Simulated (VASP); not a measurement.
# Fe2O3 (P-3m1) in VASP: single point with PBE+D3(BJ)

Aim: the single point of Fe2O3 with PBE+D3(BJ).

Everything below comes from runs of VASP 6.6.1. Logs are shortened: lines on timing, memory, paths and dates and some standing lists are left out, and cuts for length are marked.

## 1. The cell of the first run

The structure is trigonal, space group P-3m1 (No. 164). Conventional cell: a = 3.681 Å, b = 3.681 Å, c = 8.912 Å, α = 90.00°, β = 90.00°, γ = 120.00°. Fe (site symmetry 3m) has 6 O at 2.61 Å within 3.4 Å. Within 3.4 Å of O (site symmetry -3m) lie 6 Fe at 2.61 Å. O (site symmetry 3m) has 3 Fe at 2.61 Å within 3.4 Å.

## 2. Single point, PBE+D3(BJ), collinear spin, antiferromagnetic start

INCAR

```
  ALGO = Normal
  EDIFF = 1E-7
  ENCUT = 520
  GGA = PE
  ISIF = 2
  ISMEAR = 0
  ISPIN = 2
  IVDW = 12
  LASPH = True
  LCHARG = False
  LMAXMIX = 4
  LORBIT = 11
  LREAL = False
  LWAVE = False
  MAGMOM = 4 -4 0 0 0
  NBANDS = 29
  NELM = 150
  PREC = Accurate
  SIGMA = 0.1
```

KPOINTS

```
k-points
0
Gamma
  6 6 2
```

POSCAR

```
Fe2O3
1.0
    3.6809135800      0.0000000000      0.0000000000
   -1.8404567900      3.1877646700      0.0000000000
    0.0000000000      0.0000000000      8.9121607100
Fe O
2 3
Direct
    0.6666666700      0.3333333300      0.1701224700
    0.3333333300      0.6666666700      0.8298775300
    0.0000000000      0.0000000000      0.0000000000
    0.3333333300      0.6666666700      0.3402449300
    0.6666666700      0.3333333300      0.6597550700
```

Potentials or basis: VASP PAW PBE potentials, release 64 (Fe, O).

Command:

```
$ cat potpaw_PBE.64/Fe/POTCAR potpaw_PBE.64/O/POTCAR > POTCAR
$ mpirun -np 1 vasp_std > vasp.out
```

OUTCAR:

```text
EDIFF = 1E-7
   ENCUT = 520
   GGA = PE
   ISIF = 2
   ISMEAR = 0
   ISPIN = 2
   IVDW = 12
   LASPH = True
   LORBIT = 11
   LREAL = False
   NELM = 150
   PREC = Accurate
 IVDW          = 12

 ion  position               nearest neighbor table
   1  0.667  0.333  0.170-
   2  0.333  0.667  0.830-
   3  0.000  0.000  0.000-
   4  0.333  0.667  0.340-
   5  0.667  0.333  0.660-

  LATTYP: Found a hexagonal cell.
 ALAT       =     3.6809135800
 C/A-ratio  =     2.4211817301

  Lattice vectors:

 A1 = (   3.6809135800,   0.0000000000,   0.0000000000)
 A2 = (  -1.8404567900,   3.1877646700,   0.0000000000)
 A3 = (   0.0000000000,   0.0000000000,   8.9121607100)

Analysis of symmetry for initial positions (statically):
=====================================================================
 Subroutine PRICEL returns:
 Original cell was already a primitive cell.

 Routine SETGRP: Setting up the symmetry group for a
 hexagonal supercell.

 Subroutine GETGRP returns: Found 12 space group operations
 (whereof 12 operations were pure point group operations)
 out of a pool of 24 trial point group operations.

The static configuration has the point symmetry D_3d.

Analysis of symmetry for dynamics (positions and initial velocities):
=====================================================================
 Subroutine PRICEL returns:
 Original cell was already a primitive cell.

 Routine SETGRP: Setting up the symmetry group for a
 hexagonal supercell.

 Subroutine GETGRP returns: Found 12 space group operations
 (whereof 12 operations were pure point group operations)
 out of a pool of 24 trial point group operations.

The dynamic configuration has the point symmetry D_3d.

Analysis of structural, dynamic, and magnetic symmetry:
=====================================================================
 Subroutine PRICEL returns:
 Original cell was already a primitive cell.

 Routine SETGRP: Setting up the symmetry group for a
 hexagonal supercell.

 Subroutine GETGRP returns: Found 12 space group operations
 (whereof 12 operations were pure point group operations)
 out of a pool of 24 trial point group operations.

The overall configuration has the point symmetry D_3d.

 Subroutine INISYM returns: Found 12 space group operations
 (whereof 12 operations are pure point group operations),
 and found     1 'primitive' translations

----------------------------------------------------------------------------------------

                                     Primitive cell

  volume of cell :     104.5743

  direct lattice vectors                    reciprocal lattice vectors
     3.680913580  0.000000000  0.000000000     0.271671686  0.156849721  0.000000000
    -1.840456790  3.187764670  0.000000000     0.000000000  0.313699443  0.000000000
     0.000000000  0.000000000  8.912160710     0.000000000  0.000000000  0.112206235

  length of vectors
     3.680913580  3.680913581  8.912160710     0.313699443  0.313699443  0.112206235

  position of ions in fractional coordinates (direct lattice)
     0.666666670  0.333333330  0.170122470
     0.333333330  0.666666670  0.829877530
     0.000000000  0.000000000  0.000000000
     0.333333330  0.666666670  0.340244930
     0.666666670  0.333333330  0.659755070

  ion indices of the primitive-cell ions
   primitive index   ion index
                 1           1
                 2           2
                 3           3
                 4           4
                 5           5

----------------------------------------------------------------------------------------

 KPOINTS: k-points

Automatic generation of k-mesh.
 Grid dimensions read from file:
 generate k-points for:    6    6    2

 Generating k-lattice:

  Cartesian coordinates                     Fractional coordinates (reciprocal lattice)
     0.045278614  0.026141620  0.000000000     0.166666667  0.000000000  0.000000000
     0.000000000  0.052283240  0.000000000     0.000000000  0.166666667  0.000000000
     0.000000000  0.000000000  0.056103118     0.000000000  0.000000000  0.500000000

  Length of vectors
     0.052283240  0.052283240  0.056103118

  Shift w.r.t. Gamma in fractional coordinates (k-lattice)
     0.000000000  0.000000000  0.000000000

 Subroutine IBZKPT returns following result:
 ===========================================

 Found     14 irreducible k-points:

 Following reciprocal coordinates:
            Coordinates               Weight
  0.000000  0.000000  0.000000      1.000000
  0.166667  0.000000  0.000000      6.000000
  0.333333  0.000000  0.000000      6.000000
  0.500000  0.000000  0.000000      3.000000
  0.166667  0.166667  0.000000      6.000000
  0.333333  0.166667  0.000000     12.000000
  0.333333  0.333333  0.000000      2.000000
  0.000000  0.000000  0.500000      1.000000
  0.166667  0.000000  0.500000      6.000000
  0.333333  0.000000  0.500000      6.000000
  0.500000  0.000000  0.500000      3.000000
  0.166667  0.166667  0.500000      6.000000
  0.333333  0.166667  0.500000     12.000000
  0.333333  0.333333  0.500000      2.000000
   k-points           NKPTS =     14   k-points in BZ     NKDIM =     14   number of bands    NBANDS=     29
   number of dos      NEDOS =    301   number of ions     NIONS =      5
   total plane-waves  NPLWV =  54880
   dimension x,y,z NGX =    28 NGY =   28 NGZ =   70
   dimension x,y,z NGXF=    56 NGYF=   56 NGZF=  140
   ions per type =               2   3
   NGX,Y,Z   is equivalent  to a cutoff of  12.65, 12.65, 13.06 a.u.
   NGXF,Y,Z  is equivalent  to a cutoff of  25.29, 25.29, 26.12 a.u.
 SYSTEM =  unknown system
   PREC   = accura    normal or accurate (medium, high low for compatibility)
   ISTART =      0    job   : 0-new  1-cont  2-samecut
   ICHARG =      2    charge: 1-file 2-atom 10-const
   ISPIN  =      2    spin polarized calculation?
   LNONCOLLINEAR =      F non collinear calculations
   LSORBIT =      F    spin-orbit coupling
   LASPH  =      T    aspherical Exc in radial PAW
   ENCUT  =  520.0 eV  38.22 Ry    6.18 a.u.   6.84  6.84 16.57*2*pi/ulx,y,z
   NELM   =    150;   NELMIN=  2; NELMDL= -5     # of ELM steps
   EDIFF  = 0.1E-06   stopping-criterion for ELM
   LREAL  =      F    real-space projection
   EDIFFG = 0.1E-05   stopping-criterion for IOM
   NSW    =      0    number of steps for IOM
   IBRION =     -1    ionic relax: 0-MD 1-quasi-New 2-CG
   NFREE  =      0    steps in history (QN), initial steepest desc. (CG)
   ISIF   =      2    stress and relaxation
   ISYM   =      2    0-nonsym 1-usesym 2-fastsym
   POTIM  = 0.5000    time-step for ionic-motion
   TEBEG  =    0.0;   TEEND  =   0.0 temperature during run
   PSTRESS=    0.0 pullay stress
   NELECT =      34.0000    total number of electrons
   NUPDOWN=      -1.0000    fix difference up-down
   EMIN   =  10.00;   EMAX   =-10.00  energy-range for DOS
   EFERMI =   0.00;   METHOD = LEGACY
   ISMEAR =     0;   SIGMA  =   0.10  broadening in eV -4-tet -1-fermi 0-gaus
   EFERMI_NEDOS =   21; number of points for ismear=-14 and -15
   IALGO  =     38    algorithm
   IMIX   =      4    mixing-type and parameters
     AMIX     =   0.40;   BMIX     =  1.00
     AMIX_MAG =   1.60;   BMIX_MAG =  1.00
  volume/ion in A,a.u.               =      20.91       141.14
  Fermi-wavevector in a.u.,A,eV,Ry     =   1.125709  2.127282 17.241588  1.267221
  Thomas-Fermi vector in A             =   2.262387
   LORBIT       =     11    0 simple, 1 ext, 2 COOP (PROOUT), +10 PAW based schemes
   GGA     = PE    functional components
   LHFCALC =     F    Hartree Fock is set to
   AEXX    =    0.0000 exact exchange contribution
   IVDW    =    12    specifies the selected vdW correction
   LEPSILON=     F    determine dielectric tensor
   LRPA    =     F    only Hartree local field effects (RPA)
 spin polarized calculation
 Gauss-broadening in eV      SIGMA  =   0.10
  energy-cutoff  :      520.00
  volume of cell :      104.57
 maximum number of plane-waves:      2853
 NGX is ok and might be reduce to    28
   NGX = 13   NGY = 13   NGZ = 33

 number of electron      34.0000003 magnetization      -0.0000000

 number of electron      34.0000003 magnetization       0.0000000

 Free energy of the ion-electron system (eV)
  ---------------------------------------------------
  ext. energy  EPLUGINS =         0.00000000
  ---------------------------------------------------
  free energy    TOTEN  =       -27.68863833 eV

  energy without entropy =      -27.68863409  energy(sigma->0) =      -27.68863621

 E-fermi :  -1.5511     XC(G=0):  -8.1259

 val. band max:       -1.8183287676   @ k =   0.0000   0.0000   0.5000
 cond. band min:      -1.2740934122   @ k =   0.5000   0.0000   0.0000
 fundamental gap:      0.5442353555
 Fermi energy:        -1.5511465214

 spin component 1

 k-point     1 :       0.0000    0.0000    0.0000
  band No.  band energies     occupation
      1     -18.0293      1.00000
      2     -17.7945      1.00000
      3     -16.2159      1.00000
      4      -5.7078      1.00000
      5      -5.3098      1.00000
      6      -5.3098      1.00000
[... 21 lines left out ...]
     28       9.1453      0.00000
     29       9.1453      0.00000

 k-point     2 :       0.1667    0.0000    0.0000
  band No.  band energies     occupation
      1     -17.9832      1.00000
      2     -17.7740      1.00000
      3     -16.1850      1.00000
      4      -5.5915      1.00000
      5      -5.3708      1.00000
      6      -5.2443      1.00000
[... 21 lines left out ...]
     28       8.9543      0.00000
     29       9.0158      0.00000

 k-point     3 :       0.3333    0.0000    0.0000
  band No.  band energies     occupation
      1     -17.8894      1.00000
      2     -17.7327      1.00000
      3     -16.1219      1.00000
      4      -5.5825      1.00000
      5      -5.4124      1.00000
      6      -5.2383      1.00000
[... 317 lines left out ...]
      4      -5.6096      1.00000
      5      -5.3670      1.00000
      6      -5.3102      1.00000
[... 21 lines left out ...]
     28       7.2456      0.00000
     29       7.9528      0.00000

 k-point    14 :       0.3333    0.3333    0.5000
  band No.  band energies     occupation
      1     -17.8206      1.00000
      2     -17.6991      1.00000
      3     -16.0736      1.00000
      4      -5.5542      1.00000
      5      -5.3365      1.00000
      6      -5.3313      1.00000
[... 21 lines left out ...]
     28       6.5116      0.00000
     29       8.0095      0.00000
 Fermi energy:        -1.5511465214

 spin component 2

 k-point     1 :       0.0000    0.0000    0.0000
  band No.  band energies     occupation
      1     -18.0293      1.00000
      2     -17.7945      1.00000
      3     -16.2159      1.00000
      4      -5.7078      1.00000
      5      -5.3098      1.00000
      6      -5.3098      1.00000
[... 21 lines left out ...]
     28       9.1453      0.00000
     29       9.1453      0.00000

 k-point     2 :       0.1667    0.0000    0.0000
  band No.  band energies     occupation
      1     -17.9832      1.00000
      2     -17.7740      1.00000
      3     -16.1850      1.00000
      4      -5.5915      1.00000
      5      -5.3708      1.00000
      6      -5.2443      1.00000
[... 21 lines left out ...]
     28       8.9543      0.00000
     29       9.0158      0.00000

 k-point     3 :       0.3333    0.0000    0.0000
  band No.  band energies     occupation
      1     -17.8894      1.00000
      2     -17.7327      1.00000
      3     -16.1219      1.00000
      4      -5.5825      1.00000
      5      -5.4124      1.00000
      6      -5.2383      1.00000
[... 318 lines left out ...]
      5      -5.3670      1.00000
      6      -5.3102      1.00000
[... 21 lines left out ...]
     28       7.2456      0.00000
     29       7.9528      0.00000

 k-point    14 :       0.3333    0.3333    0.5000
  band No.  band energies     occupation
      1     -17.8206      1.00000
      2     -17.6991      1.00000
      3     -16.0736      1.00000
      4      -5.5542      1.00000
      5      -5.3365      1.00000
      6      -5.3313      1.00000
[... 21 lines left out ...]
     28       6.5116      0.00000
     29       8.0095      0.00000

------------------------ aborting loop because EDIFF is reached ----------------------------------------

 Edisp (eV)   -1.08981

 E8    (eV) :    -0.4362

  FORCE on cell =-STRESS in cart. coord.  units (eV):
  Direction    XX          YY          ZZ          XY          YZ          ZX
  --------------------------------------------------------------------------------------
  -------------------------------------------------------------------------------------
  Total     -12.48886   -12.48886   -13.65860     0.00000     0.00000     0.00000
  in kB    -191.34116  -191.34116  -209.26269     0.00000     0.00000     0.00000
  external pressure =     -197.32 kB  Pullay stress =        0.00 kB

 VOLUME and BASIS-vectors are now :
 -----------------------------------------------------------------------------
  energy-cutoff  :      520.00
  volume of cell :      104.57
      direct lattice vectors                 reciprocal lattice vectors
     3.680913580  0.000000000  0.000000000     0.271671686  0.156849721  0.000000000
    -1.840456790  3.187764670  0.000000000     0.000000000  0.313699443  0.000000000
     0.000000000  0.000000000  8.912160710     0.000000000  0.000000000  0.112206235

 POSITION                                       TOTAL-FORCE (eV/Angst)
 -----------------------------------------------------------------------------------
      1.84046      1.06259      1.51616         0.000000      0.000000      1.695097
     -0.00000      2.12518      7.39600         0.000000     -0.000000     -1.695097
      0.00000      0.00000      0.00000         0.000000      0.000000     -0.000000
     -0.00000      2.12518      3.03232        -0.000000      0.000000     -2.935659
      1.84046      1.06259      5.87984         0.000000     -0.000000      2.935659
 -----------------------------------------------------------------------------------
    total drift:                               -0.000000      0.000000      0.000000

  FREE ENERGIE OF THE ION-ELECTRON SYSTEM (eV)
  ---------------------------------------------------
  free  energy   TOTEN  =       -28.7784514520 eV

  energy  without entropy=      -28.7784472097  energy(sigma->0) =      -28.77844933

 total charge

# of ion       s       p       d       tot
------------------------------------------
    1        0.219   0.131   5.820   6.171
    2        0.219   0.131   5.820   6.171
    3        1.577   3.205   0.000   4.782
    4        1.604   3.064   0.000   4.668
    5        1.604   3.064   0.000   4.668
--------------------------------------------------
tot          5.224   9.595  11.640  26.458

 magnetization (x)

# of ion       s       p       d       tot
------------------------------------------
    1        0.008   0.004   3.722   3.734
    2       -0.008  -0.004  -3.722  -3.734
    3        0.000   0.000   0.000   0.000
    4        0.009   0.822   0.000   0.831
    5       -0.009  -0.822   0.000  -0.831
--------------------------------------------------
tot          0.000   0.000  -0.000  -0.000
```

Wall time 1.8 min (1 thread of Intel Xeon Platinum 8488C (Sapphire Rapids), shared host); peak memory 0.29 GiB.

Results:

| Quantity | Value |
| --- | --- |
| Free energy | -28.7785 eV |
| Pressure | -19.7 GPa |
| Largest force | 2.936 eV/Å |
| Band gap on the k mesh | 0.54 eV, indirect (least direct gap 0.67 eV) |
| Net moment | 0.00 μB per cell |
| Site moments | Fe +3.73, -3.73; O +0.00, +0.83, -0.83 μB |
| Valence electrons inside the program's atomic spheres | Fe 6.17; O 4.78, 4.67 |
| Dispersion energy per atom | -0.218 eV |

Forces on the atoms (eV/Å):
```
Fe   0.000  0.000  1.695
Fe   0.000  0.000 -1.695
O    0.000  0.000  0.000
O    0.000  0.000 -2.936
O    0.000  0.000  2.936
```

Stress tensor (GPa, compression positive):
```
-19.13   0.00   0.00
  0.00 -19.13   0.00
  0.00   0.00 -20.93
```

Caveat: forces of over 1 eV/Å act on the atoms, so gaps and moduli don't describe the material at rest. PBE gaps usually lie below the measured ones, often by a third to a half.
